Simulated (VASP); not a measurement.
# Ge4Se3 (P-43m) in VASP: relaxation of cell and atoms with PBE

Aim: the relaxation of cell and atoms of Ge4Se3 with PBE.

Program: VASP 6.6.1. These are calculated values, not measurements. Logs are shortened: lines on timing, memory, paths and dates and some standing lists are left out, and cuts for length are marked.

### Step 1. The cell of the first run

The structure is cubic, space group P-43m (No. 215). The conventional cell has a = 5.545 Å, b = 5.545 Å, c = 5.545 Å, α = 90.00°, β = 90.00°, γ = 90.00°. Ge (site symmetry 3m) has 3 Se at 2.65 Å and 3 Ge at 2.97 Å within 3.5 Å. Within 3.5 Å of Se (site symmetry -42m) lie 4 Ge at 2.65 Å.

### Step 2. Relaxation of cell and atoms, PBE

Input file INCAR:

```
ALGO = Normal
EDIFF = 1E-6
EDIFFG = -0.01
ENCUT = 600
GGA = PE
IBRION = 2
ISIF = 3
ISMEAR = 0
LASPH = True
LCHARG = False
LREAL = False
LWAVE = False
NELM = 80
NSW = 100
PREC = Accurate
SIGMA = 0.1
```

Input file KPOINTS:

```
k-points
0
Gamma
  8 8 8
```

Input file POSCAR:

```
Ge4Se3
1.0
    5.5453527210      0.0000000000      0.0000000000
    0.0000000000      5.5453527210      0.0000000000
    0.0000000000      0.0000000000      5.5453527210
Ge Se
4 3
Direct
    0.6896263747      0.6896263747      0.6896263747
    0.3103736253      0.3103736253      0.6896263747
    0.3103736253      0.6896263747      0.3103736253
    0.6896263747      0.3103736253      0.3103736253
    0.0000000000      0.0000000000      0.5000000000
    0.5000000000      0.0000000000      0.0000000000
    0.0000000000      0.5000000000      0.0000000000
```

Potentials or basis: VASP PAW PBE potentials, release 64 (Ge_d, Se).

The run is started by

```console
> cat potpaw_PBE.64/Ge_d/POTCAR potpaw_PBE.64/Se/POTCAR > POTCAR
> mpirun -np 1 vasp_std > vasp.out
```

OUTCAR:

```text
EDIFF = 1E-6
   EDIFFG = -0.01
   ENCUT = 600
   GGA = PE
   IBRION = 2
   ISIF = 3
   ISMEAR = 0
   LASPH = True
   LREAL = False
   NELM = 80
   NSW = 100
   PREC = Accurate

 ion  position               nearest neighbor table
   1  0.690  0.690  0.690-   5 2.65   6 2.65   7 2.65
   2  0.310  0.310  0.690-   5 2.65   6 2.65   7 2.65
   3  0.310  0.690  0.310-   5 2.65   6 2.65   7 2.65
   4  0.690  0.310  0.310-   5 2.65   6 2.65   7 2.65
   5  0.000  0.000  0.500-   1 2.65   2 2.65   3 2.65   4 2.65
   6  0.500  0.000  0.000-   1 2.65   2 2.65   3 2.65   4 2.65
   7  0.000  0.500  0.000-   1 2.65   2 2.65   3 2.65   4 2.65

  LATTYP: Found a simple cubic cell.
 ALAT       =     5.5453527210

  Lattice vectors:

 A1 = (   5.5453527210,   0.0000000000,   0.0000000000)
 A2 = (   0.0000000000,   5.5453527210,   0.0000000000)
 A3 = (   0.0000000000,   0.0000000000,   5.5453527210)

Analysis of symmetry for initial positions (statically):
=====================================================================
 Subroutine PRICEL returns:
 Original cell was already a primitive cell.

 Routine SETGRP: Setting up the symmetry group for a
 simple cubic supercell.

 Subroutine GETGRP returns: Found 24 space group operations
 (whereof 24 operations were pure point group operations)
 out of a pool of 48 trial point group operations.

The static configuration has the point symmetry T_d .

Analysis of symmetry for dynamics (positions and initial velocities):
=====================================================================
 Subroutine PRICEL returns:
 Original cell was already a primitive cell.

 Routine SETGRP: Setting up the symmetry group for a
 simple cubic supercell.

 Subroutine GETGRP returns: Found 24 space group operations
 (whereof 24 operations were pure point group operations)
 out of a pool of 48 trial point group operations.

The dynamic configuration has the point symmetry T_d .

 Subroutine INISYM returns: Found 24 space group operations
 (whereof 24 operations are pure point group operations),
 and found     1 'primitive' translations

----------------------------------------------------------------------------------------

                                     Primitive cell

  volume of cell :     170.5248

  direct lattice vectors                    reciprocal lattice vectors
     5.545352721  0.000000000  0.000000000     0.180331180  0.000000000  0.000000000
     0.000000000  5.545352721  0.000000000     0.000000000  0.180331180  0.000000000
     0.000000000  0.000000000  5.545352721     0.000000000  0.000000000  0.180331180

  length of vectors
     5.545352721  5.545352721  5.545352721     0.180331180  0.180331180  0.180331180

  position of ions in fractional coordinates (direct lattice)
     0.689626375  0.689626375  0.689626375
     0.310373625  0.310373625  0.689626375
     0.310373625  0.689626375  0.310373625
     0.689626375  0.310373625  0.310373625
     0.000000000  0.000000000  0.500000000
     0.500000000  0.000000000  0.000000000
     0.000000000  0.500000000  0.000000000

  ion indices of the primitive-cell ions
   primitive index   ion index
                 1           1
                 2           2
                 3           3
                 4           4
                 5           5
                 6           6
                 7           7

----------------------------------------------------------------------------------------

 KPOINTS: k-points

Automatic generation of k-mesh.
 Grid dimensions read from file:
 generate k-points for:    8    8    8

 Generating k-lattice:

  Cartesian coordinates                     Fractional coordinates (reciprocal lattice)
     0.022541398  0.000000000  0.000000000     0.125000000  0.000000000  0.000000000
     0.000000000  0.022541398  0.000000000     0.000000000  0.125000000  0.000000000
     0.000000000  0.000000000  0.022541398     0.000000000  0.000000000  0.125000000

  Length of vectors
     0.022541398  0.022541398  0.022541398

  Shift w.r.t. Gamma in fractional coordinates (k-lattice)
     0.000000000  0.000000000  0.000000000

 Subroutine IBZKPT returns following result:
 ===========================================

 Found     35 irreducible k-points:

 Following reciprocal coordinates:
            Coordinates               Weight
  0.000000  0.000000  0.000000      1.000000
  0.125000  0.000000  0.000000      6.000000
  0.250000  0.000000  0.000000      6.000000
  0.375000  0.000000  0.000000      6.000000
  0.500000  0.000000  0.000000      3.000000
  0.125000  0.125000  0.000000     12.000000
[... 16 lines left out ...]
  0.375000  0.375000  0.125000     24.000000
  0.500000  0.375000  0.125000     24.000000
 [... further k-points ...]
   k-points           NKPTS =     35   k-points in BZ     NKDIM =     35   number of bands    NBANDS=     44
   number of dos      NEDOS =    301   number of ions     NIONS =      7
   total plane-waves  NPLWV = 110592
   dimension x,y,z NGX =    48 NGY =   48 NGZ =   48
   dimension x,y,z NGXF=    96 NGYF=   96 NGZF=   96
   ions per type =               4   3
   NGX,Y,Z   is equivalent  to a cutoff of  14.39, 14.39, 14.39 a.u.
   NGXF,Y,Z  is equivalent  to a cutoff of  28.78, 28.78, 28.78 a.u.
 SYSTEM =  unknown system
   PREC   = accura    normal or accurate (medium, high low for compatibility)
   ISTART =      0    job   : 0-new  1-cont  2-samecut
   ICHARG =      2    charge: 1-file 2-atom 10-const
   ISPIN  =      1    spin polarized calculation?
   LNONCOLLINEAR =      F non collinear calculations
   LSORBIT =      F    spin-orbit coupling
   LASPH  =      T    aspherical Exc in radial PAW
   ENCUT  =  600.0 eV  44.10 Ry    6.64 a.u.  11.08 11.08 11.08*2*pi/ulx,y,z
   NELM   =     80;   NELMIN=  2; NELMDL= -5     # of ELM steps
   EDIFF  = 0.1E-05   stopping-criterion for ELM
   LREAL  =      F    real-space projection
   EDIFFG = -.1E-01   stopping-criterion for IOM
   NSW    =    100    number of steps for IOM
   IBRION =      2    ionic relax: 0-MD 1-quasi-New 2-CG
   NFREE  =      1    steps in history (QN), initial steepest desc. (CG)
   ISIF   =      3    stress and relaxation
   ISYM   =      2    0-nonsym 1-usesym 2-fastsym
   POTIM  = 0.5000    time-step for ionic-motion
   TEBEG  =    0.0;   TEEND  =   0.0 temperature during run
   PSTRESS=    0.0 pullay stress
   NELECT =      74.0000    total number of electrons
   NUPDOWN=      -1.0000    fix difference up-down
   EMIN   =  10.00;   EMAX   =-10.00  energy-range for DOS
   EFERMI =   0.00;   METHOD = LEGACY
   ISMEAR =     0;   SIGMA  =   0.10  broadening in eV -4-tet -1-fermi 0-gaus
   EFERMI_NEDOS =   21; number of points for ismear=-14 and -15
   IALGO  =     38    algorithm
   IMIX   =      4    mixing-type and parameters
     AMIX     =   0.40;   BMIX     =  1.00
     AMIX_MAG =   1.60;   BMIX_MAG =  1.00
  volume/ion in A,a.u.               =      24.36       164.39
  Fermi-wavevector in a.u.,A,eV,Ry     =   1.239433  2.342188 20.901175  1.536193
  Thomas-Fermi vector in A             =   2.373916
   LORBIT       =      0    0 simple, 1 ext, 2 COOP (PROOUT), +10 PAW based schemes
   GGA     = PE    functional components
   LHFCALC =     F    Hartree Fock is set to
   AEXX    =    0.0000 exact exchange contribution
   IVDW    =     0    specifies the selected vdW correction
   LEPSILON=     F    determine dielectric tensor
   LRPA    =     F    only Hartree local field effects (RPA)
 conjugate gradient relaxation of ions
 non-spin polarized calculation
 Gauss-broadening in eV      SIGMA  =   0.10
  energy-cutoff  :      600.00
  volume of cell :      170.52
 maximum number of plane-waves:      5722
 NGX is ok and might be reduce to    48
   NGX = 23   NGY = 23   NGZ = 23

--------------------------------------- Ionic step        1  -------------------------------------------

 number of electron      74.0000017 magnetization

 Free energy of the ion-electron system (eV)
  ---------------------------------------------------
  ext. energy  EPLUGINS =         0.00000000
  ---------------------------------------------------
  free energy    TOTEN  =       -28.54294510 eV

  energy without entropy =      -28.52646579  energy(sigma->0) =      -28.53470545

------------------------ aborting loop because EDIFF is reached ----------------------------------------

  FORCE on cell =-STRESS in cart. coord.  units (eV):
  Direction    XX          YY          ZZ          XY          YZ          ZX
  --------------------------------------------------------------------------------------
  -------------------------------------------------------------------------------------
  Total        0.0725433      0.0725433      0.0725433     -0.0000000     -0.0000000      0.0000000
  in kB        0.6815853      0.6815853      0.6815853     -0.0000000     -0.0000000      0.0000000
  external PRESSURE =       0.6815853 kB  Pullay stress =       0.0000000 kB

 VOLUME and BASIS-vectors are now :
 -----------------------------------------------------------------------------
  energy-cutoff  :      600.00
  volume of cell :      170.52
      direct lattice vectors                 reciprocal lattice vectors
     5.545352721  0.000000000  0.000000000     0.180331180  0.000000000  0.000000000
     0.000000000  5.545352721  0.000000000     0.000000000  0.180331180  0.000000000
     0.000000000  0.000000000  5.545352721     0.000000000  0.000000000  0.180331180
[... 124 lines left out ...]
 POSITION                                       TOTAL-FORCE (eV/Angst)
 -----------------------------------------------------------------------------------
      3.83908      3.83908      3.83908        -0.010122     -0.010122     -0.010122
      1.71833      1.71833      3.83908         0.010122      0.010122     -0.010122
      1.71833      3.83908      1.71833         0.010122     -0.010122      0.010122
      3.83908      1.71833      1.71833        -0.010122      0.010122      0.010122
     -0.00000     -0.00000      2.77870        -0.000000     -0.000000      0.000000
      2.77870      5.55741      0.00000        -0.000000     -0.000000     -0.000000
     -0.00000      2.77870     -0.00000        -0.000000     -0.000000     -0.000000
 -----------------------------------------------------------------------------------
    total drift:                               -0.000000     -0.000000      0.000000

  FREE ENERGIE OF THE ION-ELECTRON SYSTEM (eV)
  ---------------------------------------------------
  free  energy   TOTEN  =       -28.5439153438 eV

  energy  without entropy=      -28.5274477092  energy(sigma->0) =      -28.53568153

--------------------------------------- Ionic step        5  -------------------------------------------

 number of electron      73.9999994 magnetization

 Free energy of the ion-electron system (eV)
  ---------------------------------------------------
  ext. energy  EPLUGINS =         0.00000000
  ---------------------------------------------------
  free energy    TOTEN  =       -28.54403417 eV

  energy without entropy =      -28.52756516  energy(sigma->0) =      -28.53579966

 E-fermi :   4.4899     XC(G=0):  -9.6048

 val. band max:        4.4891734564   @ k =   0.5000   0.5000   0.3750
 cond. band min:       4.4974906773   @ k =   0.3750   0.3750   0.3750
 fundamental gap:      0.0083172209
 Fermi energy:         4.4898618032

 k-point     1 :       0.0000    0.0000    0.0000
  band No.  band energies     occupation
      1     -20.7271      2.00000
      2     -20.7271      2.00000
      3     -20.7246      2.00000
      4     -20.7162      2.00000
      5     -20.7162      2.00000
      6     -20.7162      2.00000
[... 1117 lines left out ...]
     43       7.4406      0.00000
     44       8.2408      0.00000

 [... further k-points ...]

------------------------ aborting loop because EDIFF is reached ----------------------------------------

  FORCE on cell =-STRESS in cart. coord.  units (eV):
  Direction    XX          YY          ZZ          XY          YZ          ZX
  --------------------------------------------------------------------------------------
  -------------------------------------------------------------------------------------
  Total       -0.0189768     -0.0189768     -0.0189768      0.0000000     -0.0000000      0.0000000
  in kB       -0.1773384     -0.1773384     -0.1773384      0.0000000     -0.0000000      0.0000000
  external PRESSURE =      -0.1773384 kB  Pullay stress =       0.0000000 kB

 VOLUME and BASIS-vectors are now :
 -----------------------------------------------------------------------------
  energy-cutoff  :      600.00
  volume of cell :      171.45
      direct lattice vectors                 reciprocal lattice vectors
     5.555330105 -0.000000000  0.000000000     0.180007305  0.000000000  0.000000000
    -0.000000000  5.555330105 -0.000000000     0.000000000  0.180007305  0.000000000
    -0.000000000 -0.000000000  5.555330105    -0.000000000  0.000000000  0.180007305

 POSITION                                       TOTAL-FORCE (eV/Angst)
 -----------------------------------------------------------------------------------
      3.83651      3.83651      3.83651        -0.002710     -0.002710     -0.002710
      1.71882      1.71882      3.83651         0.002710      0.002710     -0.002710
      1.71882      3.83651      1.71882         0.002710     -0.002710      0.002710
      3.83651      1.71882      1.71882        -0.002710      0.002710      0.002710
     -0.00000     -0.00000      2.77767         0.000000     -0.000000     -0.000000
      2.77767     -0.00000      0.00000        -0.000000     -0.000000     -0.000000
     -0.00000      2.77767     -0.00000         0.000000     -0.000000     -0.000000
 -----------------------------------------------------------------------------------
    total drift:                               -0.000000     -0.000000      0.000000

  FREE ENERGIE OF THE ION-ELECTRON SYSTEM (eV)
  ---------------------------------------------------
  free  energy   TOTEN  =       -28.5440341674 eV

  energy  without entropy=      -28.5275651573  energy(sigma->0) =      -28.53579966

 reached required accuracy - stopping structural energy minimisation
```

Wall time 9.8 min (1 thread of Intel Xeon 6975P-C (Granite Rapids), shared host); peak memory 0.49 GiB.

Results:

```
Free energy                            : -28.5440 eV
Relaxed volume                         : 24.49 Å³/atom
Relaxed cell                           : a = 5.555 Å, b = 5.555 Å, c = 5.555 Å, α = 90.00°, β = 90.00°, γ = 90.00°
Space group after relaxing (to 0.05 Å) : P-43m (No. 215)
Energy gained by relaxing              : 0.2 meV/atom
Ionic steps                            : 5
Pressure after relaxing                : 0.0 GPa
Largest force after relaxing           : 0.005 eV/Å
Band gap on the k mesh                 : zero (band 37 reaches 5.06 eV, above the bottom of band 38 at 3.14 eV)
```

Forces on the atoms (eV/Å):
```
Ge  -0.003 -0.003 -0.003
Ge   0.003  0.003 -0.003
Ge   0.003 -0.003  0.003
Ge  -0.003  0.003  0.003
Se   0.000  0.000  0.000
Se   0.000  0.000  0.000
Se   0.000  0.000  0.000
```

Step by step:
```
step  energy change (eV)  largest force (eV/Å)  pressure (GPa)  volume (Å³)
   1              0.0000                0.0539            0.07       170.52
   2             -0.0006                0.0364            0.05       170.78
   3             -0.0010                0.0182            0.02       171.07
   4             -0.0010                0.0175            0.04       171.64
   5             -0.0011                0.0047           -0.02       171.45
```

Final structure:
```yaml
crystal:
  lattice:
    - [5.55533, 0.00000, 0.00000]
    - [0.00000, 5.55533, 0.00000]
    - [0.00000, 0.00000, 5.55533]
  atoms:
    - { symbol: Ge, position: [0.69060, 0.69060, 0.69060] }
    - { symbol: Ge, position: [0.30940, 0.30940, 0.69060] }
    - { symbol: Ge, position: [0.30940, 0.69060, 0.30940] }
    - { symbol: Ge, position: [0.69060, 0.30940, 0.30940] }
    - { symbol: Se, position: [0.00000, 0.00000, 0.50000] }
    - { symbol: Se, position: [0.50000, 0.00000, 0.00000] }
    - { symbol: Se, position: [0.00000, 0.50000, 0.00000] }
```
